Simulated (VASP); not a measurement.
Input of a VASP 6.6.1 run:

File INCAR:

```
PREC = Accurate
ENCUT = 520
EDIFF = 1E-7
ISMEAR = -1
SIGMA = 0.05
LREAL = F
LASPH = T
NELM = 60
ALGO = Normal
ISIF = 2
LWAVE = F
LCHARG = F
GGA = RE
NBANDS = 60
```

File KPOINTS:

```
regular mesh
0
Gamma
  6 6 6
```

POSCAR

```
TiO2
1.0
    5.3252779088      0.0000000000     -0.8807734555
    0.0000000000      5.3976688528      0.0000000000
   -1.8637250665      0.0000000000      5.2631908282
Ti O
4 8
Direct
    0.2500019660      0.1249468222      0.2499994424
    0.7499980340      0.6249468222      0.2500005576
    0.7499980340      0.8750531778      0.7500005576
    0.2500019660      0.3750531778      0.7499994424
    0.0440736532      0.1250878935      0.8382234186
    0.9559263468      0.6250878935      0.6617765814
    0.9559263468      0.8749121065      0.1617765814
    0.0440736532      0.3749121065      0.3382234186
    0.5440620816      0.8748980173      0.3382274991
    0.4559379184      0.3748980173      0.1617725009
    0.4559379184      0.1251019827      0.6617725009
    0.5440620816      0.6251019827      0.8382274991
```

Potentials or basis: VASP PAW PBE potentials, release 64 (Ti_sv, O).

Launch:

```sh
$ cat potpaw_PBE.64/Ti_sv/POTCAR potpaw_PBE.64/O/POTCAR > POTCAR
$ mpirun -np 1 vasp_std > vasp.out
```

Q: What does it give for the largest force?

A: 0.018 eV/Å.

Q: Estimate the band gap on the k mesh.

A: 2.12 eV.

Q: What does it give for the pressure?

A: 0.6 GPa.

Stress tensor (GPa, compression positive):
```
0.57 0.00 0.01
0.00 0.57 0.00
0.01 0.00 0.66
```

Caveat: the PAW data sets were made with another functional, which shifts forces and pressure a little. A k mesh can miss the band edges.
